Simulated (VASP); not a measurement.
# Zn7O (P-3m1) in VASP: relaxation of cell and atoms with PBE

Aim: the relaxation of cell and atoms of Zn7O with PBE.

All numbers are computed with VASP 6.6.1; they aren't measurements. Logs are shortened: lines on timing, memory, paths and dates and some standing lists are left out, and cuts for length are marked.

## 1. The cell of the first run

It takes space group P-3m1 (No. 164, trigonal). The conventional cell has a = 2.917 Å, b = 2.917 Å, c = 15.440 Å, α = 90.00°, β = 90.00°, γ = 120.00°. Within 2.9 Å of Zn (site symmetry 3m) lie 3 O at 2.16 Å and 3 Zn at 2.69 Å. Zn (site symmetry 3m) has 12 Zn at 2.69 to 2.92 Å and 1 O at 3.46 Å within 3.6 Å. Within 3.6 Å of Zn (site symmetry 3m) lie 12 Zn at 2.72 to 2.92 Å. Zn (site symmetry -3m) has 12 Zn at 2.72 to 2.92 Å within 3.6 Å. O (site symmetry -3m) has 6 Zn at 2.16 Å within 2.9 Å.

## 2. Relaxation of cell and atoms, PBE

Input file INCAR:

```
SYSTEM = Zn7O
PREC = Accurate ; ENCUT = 600
EDIFF = 1E-6 ; ISMEAR = 0
SIGMA = 0.1 ; LREAL = .FALSE.
LASPH = .TRUE. ; NELM = 80
ALGO = Normal ; ISIF = 3
LWAVE = .FALSE. ; LCHARG = .FALSE.
GGA = PE ; IBRION = 2
NSW = 100 ; EDIFFG = -0.01
```

Input file KPOINTS:

```
Automatic mesh
0
G
  12 12 2
  0 0 0
```

Input file POSCAR:

```
Zn7O
1.0
    2.9168950109      0.0000000000      0.0000000000
   -1.4584475054      2.5261051796      0.0000000000
    0.0000000000      0.0000000000     15.4403062468
Zn O
7 1
Direct
    0.6666666667      0.3333333333      0.9123726825
    0.3333333333      0.6666666667      0.0876273175
    0.0000000000      0.0000000000      0.2238310074
    0.3333333333      0.6666666667      0.3620519494
    0.0000000000      0.0000000000      0.7761689926
    0.6666666667      0.3333333333      0.6379480506
    0.0000000000      0.0000000000      0.5000000000
    0.0000000000      0.0000000000      0.0000000000
```

Potentials or basis: VASP PAW PBE potentials, release 64 (Zn, O).

Launch:

```sh
$ cat potpaw_PBE.64/Zn/POTCAR potpaw_PBE.64/O/POTCAR > POTCAR
$ mpirun -np 1 vasp_std > vasp.out
```

OUTCAR:

```text
SYSTEM = Zn7O
   PREC = Accurate
   ENCUT = 600
   EDIFF = 1E-6
   ISMEAR = 0
   LREAL = .FALSE.
   LASPH = .TRUE.
   NELM = 80
   ISIF = 3
   GGA = PE
   IBRION = 2
   NSW = 100
   EDIFFG = -0.01

 ion  position               nearest neighbor table
   1  0.667  0.333  0.912-   8 2.16   8 2.16   8 2.16   5 2.69   5 2.69   5 2.69
   2  0.333  0.667  0.088-   8 2.16   8 2.16   8 2.16   3 2.69   3 2.69   3 2.69
   3  0.000  0.000  0.224-   2 2.69   2 2.69   2 2.69   4 2.72   4 2.72   4 2.72
   4  0.333  0.667  0.362-   7 2.72   7 2.72   7 2.72   3 2.72   3 2.72   3 2.72
   5  0.000  0.000  0.776-   1 2.69   1 2.69   1 2.69   6 2.72   6 2.72   6 2.72
   6  0.667  0.333  0.638-   7 2.72   7 2.72   7 2.72   5 2.72   5 2.72   5 2.72
   7  0.000  0.000  0.500-   4 2.72   6 2.72   4 2.72   6 2.72   6 2.72   4 2.72
   8  0.000  0.000  0.000-   1 2.16   2 2.16   2 2.16   1 2.16   1 2.16   2 2.16

  LATTYP: Found a hexagonal cell.
 ALAT       =     2.9168950109
 C/A-ratio  =     5.2934048669

  Lattice vectors:

 A1 = (   2.9168950109,   0.0000000000,   0.0000000000)
 A2 = (  -1.4584475054,   2.5261051796,   0.0000000000)
 A3 = (   0.0000000000,   0.0000000000,  15.4403062468)

Analysis of symmetry for initial positions (statically):
=====================================================================
 Subroutine PRICEL returns:
 Original cell was already a primitive cell.

 Routine SETGRP: Setting up the symmetry group for a
 hexagonal supercell.

 Subroutine GETGRP returns: Found 12 space group operations
 (whereof 12 operations were pure point group operations)
 out of a pool of 24 trial point group operations.

The static configuration has the point symmetry D_3d.

Analysis of symmetry for dynamics (positions and initial velocities):
=====================================================================
 Subroutine PRICEL returns:
 Original cell was already a primitive cell.

 Routine SETGRP: Setting up the symmetry group for a
 hexagonal supercell.

 Subroutine GETGRP returns: Found 12 space group operations
 (whereof 12 operations were pure point group operations)
 out of a pool of 24 trial point group operations.

The dynamic configuration has the point symmetry D_3d.

 Subroutine INISYM returns: Found 12 space group operations
 (whereof 12 operations are pure point group operations),
 and found     1 'primitive' translations

----------------------------------------------------------------------------------------

                                     Primitive cell

  volume of cell :     113.7701

  direct lattice vectors                    reciprocal lattice vectors
     2.916895011  0.000000000  0.000000000     0.342830303  0.197933168  0.000000000
    -1.458447505  2.526105180  0.000000000     0.000000000  0.395866335  0.000000000
     0.000000000  0.000000000 15.440306247     0.000000000  0.000000000  0.064765555

  length of vectors
     2.916895011  2.916895011 15.440306247     0.395866335  0.395866335  0.064765555

  position of ions in fractional coordinates (direct lattice)
     0.666666667  0.333333333  0.912372682
     0.333333333  0.666666667  0.087627318
     0.000000000  0.000000000  0.223831007
     0.333333333  0.666666667  0.362051949
     0.000000000  0.000000000  0.776168993
     0.666666667  0.333333333  0.637948051
     0.000000000  0.000000000  0.500000000
     0.000000000  0.000000000  0.000000000

  ion indices of the primitive-cell ions
   primitive index   ion index
                 1           1
                 2           2
                 3           3
                 4           4
                 5           5
                 6           6
                 7           7
                 8           8

----------------------------------------------------------------------------------------

 KPOINTS: Automatic mesh

Automatic generation of k-mesh.
 Grid dimensions read from file:
 generate k-points for:   12   12    2

 Generating k-lattice:

  Cartesian coordinates                     Fractional coordinates (reciprocal lattice)
     0.028569192  0.016494431  0.000000000     0.083333333 -0.000000000  0.000000000
     0.000000000  0.032988861  0.000000000     0.000000000  0.083333333  0.000000000
     0.000000000  0.000000000  0.032382777     0.000000000  0.000000000  0.500000000

  Length of vectors
     0.032988861  0.032988861  0.032382777

  Shift w.r.t. Gamma in fractional coordinates (k-lattice)
     0.000000000  0.000000000  0.000000000

 Subroutine IBZKPT returns following result:
 ===========================================

 Found     38 irreducible k-points:

 Following reciprocal coordinates:
            Coordinates               Weight
  0.000000  0.000000  0.000000      1.000000
  0.083333  0.000000  0.000000      6.000000
  0.166667  0.000000  0.000000      6.000000
  0.250000  0.000000  0.000000      6.000000
  0.333333  0.000000  0.000000      6.000000
  0.416667 -0.000000  0.000000      6.000000
[... 16 lines left out ...]
  0.250000  0.000000  0.500000      6.000000
  0.333333  0.000000  0.500000      6.000000
 [... further k-points ...]
   k-points           NKPTS =     38   k-points in BZ     NKDIM =     38   number of bands    NBANDS=     54
   number of dos      NEDOS =    301   number of ions     NIONS =      8
   total plane-waves  NPLWV =  72576
   dimension x,y,z NGX =    24 NGY =   24 NGZ =  126
   dimension x,y,z NGXF=    48 NGYF=   48 NGZF=  252
   ions per type =               7   1
   NGX,Y,Z   is equivalent  to a cutoff of  13.68, 13.68, 13.57 a.u.
   NGXF,Y,Z  is equivalent  to a cutoff of  27.36, 27.36, 27.13 a.u.
 SYSTEM =  Zn7O
   PREC   = accura    normal or accurate (medium, high low for compatibility)
   ISTART =      0    job   : 0-new  1-cont  2-samecut
   ICHARG =      2    charge: 1-file 2-atom 10-const
   ISPIN  =      1    spin polarized calculation?
   LNONCOLLINEAR =      F non collinear calculations
   LSORBIT =      F    spin-orbit coupling
   LASPH  =      T    aspherical Exc in radial PAW
   ENCUT  =  600.0 eV  44.10 Ry    6.64 a.u.   5.83  5.83 30.84*2*pi/ulx,y,z
   NELM   =     80;   NELMIN=  2; NELMDL= -5     # of ELM steps
   EDIFF  = 0.1E-05   stopping-criterion for ELM
   LREAL  =      F    real-space projection
   EDIFFG = -.1E-01   stopping-criterion for IOM
   NSW    =    100    number of steps for IOM
   IBRION =      2    ionic relax: 0-MD 1-quasi-New 2-CG
   NFREE  =      1    steps in history (QN), initial steepest desc. (CG)
   ISIF   =      3    stress and relaxation
   ISYM   =      2    0-nonsym 1-usesym 2-fastsym
   POTIM  = 0.5000    time-step for ionic-motion
   TEBEG  =    0.0;   TEEND  =   0.0 temperature during run
   PSTRESS=    0.0 pullay stress
   NELECT =      90.0000    total number of electrons
   NUPDOWN=      -1.0000    fix difference up-down
   EMIN   =  10.00;   EMAX   =-10.00  energy-range for DOS
   EFERMI =   0.00;   METHOD = LEGACY
   ISMEAR =     0;   SIGMA  =   0.10  broadening in eV -4-tet -1-fermi 0-gaus
   EFERMI_NEDOS =   21; number of points for ismear=-14 and -15
   IALGO  =     38    algorithm
   IMIX   =      4    mixing-type and parameters
     AMIX     =   0.40;   BMIX     =  1.00
     AMIX_MAG =   1.60;   BMIX_MAG =  1.00
  volume/ion in A,a.u.               =      14.22        95.97
  Fermi-wavevector in a.u.,A,eV,Ry     =   1.514071  2.861180 31.190152  2.292411
  Thomas-Fermi vector in A             =   2.623778
   LORBIT       =      0    0 simple, 1 ext, 2 COOP (PROOUT), +10 PAW based schemes
   GGA     = PE    functional components
   LHFCALC =     F    Hartree Fock is set to
   AEXX    =    0.0000 exact exchange contribution
   IVDW    =     0    specifies the selected vdW correction
   LEPSILON=     F    determine dielectric tensor
   LRPA    =     F    only Hartree local field effects (RPA)
 conjugate gradient relaxation of ions
 non-spin polarized calculation
 Gauss-broadening in eV      SIGMA  =   0.10
  energy-cutoff  :      600.00
  volume of cell :      113.77
 maximum number of plane-waves:      3826
 NGX is ok and might be reduce to    24
   NGX = 11   NGY = 11   NGZ = 61

--------------------------------------- Ionic step        1  -------------------------------------------

 number of electron      90.0000035 magnetization

 Free energy of the ion-electron system (eV)
  ---------------------------------------------------
  ext. energy  EPLUGINS =         0.00000000
  ---------------------------------------------------
  free energy    TOTEN  =       -14.50888425 eV

  energy without entropy =      -14.50087452  energy(sigma->0) =      -14.50487938

------------------------ aborting loop because EDIFF is reached ----------------------------------------

  FORCE on cell =-STRESS in cart. coord.  units (eV):
  Direction    XX          YY          ZZ          XY          YZ          ZX
  --------------------------------------------------------------------------------------
  -------------------------------------------------------------------------------------
  Total        0.3585862      0.3585862     -0.3470373      0.0000000      0.0000000      0.0000000
  in kB        5.0498216      5.0498216     -4.8871830      0.0000000      0.0000000      0.0000000
  external PRESSURE =       1.7374868 kB  Pullay stress =       0.0000000 kB
[... 107 lines left out ...]
  FREE ENERGIE OF THE ION-ELECTRON SYSTEM (eV)
  ---------------------------------------------------
  free  energy   TOTEN  =       -14.5135039350 eV

  energy  without entropy=      -14.5061071023  energy(sigma->0) =      -14.50980552

[... ionic steps 4 to 13 ...]

--------------------------------------- Ionic step       14  -------------------------------------------

 number of electron      89.9999995 magnetization

------------------------ aborting loop because EDIFF is reached ----------------------------------------

  FORCE on cell =-STRESS in cart. coord.  units (eV):
  Direction    XX          YY          ZZ          XY          YZ          ZX
  --------------------------------------------------------------------------------------
  -------------------------------------------------------------------------------------
  Total       -0.1373837     -0.1373837     -0.1306143     -0.0000000      0.0000000      0.0000000
  in kB       -1.9275343     -1.9275343     -1.8325566     -0.0000000      0.0000000      0.0000000
  external PRESSURE =      -1.8958750 kB  Pullay stress =       0.0000000 kB
[... 69 lines left out ...]
  energy  without entropy=      -14.5066138818  energy(sigma->0) =      -14.51028950

--------------------------------------- Ionic step       16  -------------------------------------------

 number of electron      89.9999997 magnetization

 Free energy of the ion-electron system (eV)
  ---------------------------------------------------
  ext. energy  EPLUGINS =         0.00000000
  ---------------------------------------------------
  free energy    TOTEN  =       -14.51401391 eV

  energy without entropy =      -14.50666126  energy(sigma->0) =      -14.51033759

 E-fermi :   3.2699     XC(G=0): -11.5400

 val. band max:        3.2635197384   @ k =   0.0833   0.0000   0.0000
 cond. band min:       3.2832222698   @ k =   0.3333   0.3333   0.5000
 fundamental gap:      0.0197025315
 Fermi energy:         3.2698788344

 k-point     1 :       0.0000    0.0000    0.0000
  band No.  band energies     occupation
      1     -16.5692      2.00000
      2      -6.7577      2.00000
      3      -6.6140      2.00000
      4      -5.5362      2.00000
      5      -5.4095      2.00000
      6      -5.0139      2.00000
[... 1357 lines left out ...]
     53      10.2215      0.00000
     54      10.7298      0.00000

 [... further k-points ...]
[... 5 lines left out ...]
  --------------------------------------------------------------------------------------
  -------------------------------------------------------------------------------------
  Total       -0.0494205     -0.0494205     -0.0129734     -0.0000000      0.0000000      0.0000000
  in kB       -0.6942066     -0.6942066     -0.1822368     -0.0000000      0.0000000      0.0000000
  external PRESSURE =      -0.5235500 kB  Pullay stress =       0.0000000 kB
[... 23 lines left out ...]
  FREE ENERGIE OF THE ION-ELECTRON SYSTEM (eV)
  ---------------------------------------------------
  free  energy   TOTEN  =       -14.5140139142 eV

  energy  without entropy=      -14.5066612605  energy(sigma->0) =      -14.51033759

 reached required accuracy - stopping structural energy minimisation
```

It took 50 min on 1 thread of AMD EPYC 9R45 (Zen 5), shared host; peak memory 0.35 GiB.

Results:

```
Free energy                            : -14.5140 eV
Relaxed volume                         : 14.26 Å³/atom
Relaxed cell                           : a = 2.931 Å, b = 2.931 Å, c = 15.330 Å, α = 90.00°, β = 90.00°, γ = 120.00°
Space group after relaxing (to 0.05 Å) : P-3m1 (No. 164)
Energy gained by relaxing              : 0.6 meV/atom
Ionic steps                            : 16
Pressure after relaxing                : -0.1 GPa
Largest force after relaxing           : 0.003 eV/Å
Band gap on the k mesh                 : zero (band 45 reaches 4.22 eV, above the bottom of band 46 at 2.23 eV)
```

Forces in eV/Å, atoms in the order of the input:
```
Zn   0.000  0.000 -0.003
Zn   0.000  0.000  0.003
Zn   0.000  0.000 -0.002
Zn   0.000  0.000 -0.003
Zn   0.000  0.000  0.002
Zn   0.000  0.000  0.003
Zn   0.000  0.000  0.000
O    0.000  0.000  0.000
```

The path:
```
step  energy change (eV)  largest force (eV/Å)  pressure (GPa)  volume (Å³)
   1              0.0000                0.0894            0.17       113.77
   2             -0.0030                0.0661            0.20       114.02
   3             -0.0046                0.0309           -0.06       114.39
   4             -0.0046                0.0297           -0.26       114.40
   5             -0.0051                0.0153           -0.45       113.97
   6              0.0027                0.1476            1.12       112.70
   7             -0.0047                0.0384            0.06       113.75
   8             -0.0049                0.0295            0.25       113.83
   9             -0.0050                0.0221            0.21       113.90
  10             -0.0050                0.0183            0.17       113.94
  11             -0.0050                0.0158            0.11       113.96
  12             -0.0051                0.0120            0.06       114.18
  13             -0.0050                0.0200           -0.09       114.24
  14             -0.0051                0.0137           -0.19       114.19
  15             -0.0051                0.0102           -0.06       114.18
  16             -0.0051                0.0031           -0.05       114.06
```

Final structure:
```
Zn O
1.0
     2.93107    0.00000    0.00000
    -1.46554    2.53838    0.00000
     0.00000    0.00000   15.33011
Zn O
7 1
Direct
  0.66667 0.33333 0.91173
  0.33333 0.66667 0.08827
  0.00000 0.00000 0.22427
  0.33333 0.66667 0.36107
  0.00000 0.00000 0.77573
  0.66667 0.33333 0.63893
  0.00000 0.00000 0.50000
  0.00000 0.00000 0.00000
```

Levels at points of the mesh, in eV from the Fermi level:
```tsv
k point	band 43	band 44	band 45	band 46	band 47	band 48
(0.00, 0.00, 0.00)	-2.40	-2.40	-2.37	-0.31	3.17	3.39
(0.50, 0.00, 0.00)	-2.87	-2.24	-1.71	-0.33	-0.12	0.51
(0.00, 0.00, 0.50)	-3.51	-2.40	-2.40	0.90	1.26	5.57
(0.50, 0.00, 0.50)	-2.96	-2.42	-1.21	-1.04	0.22	0.73
```
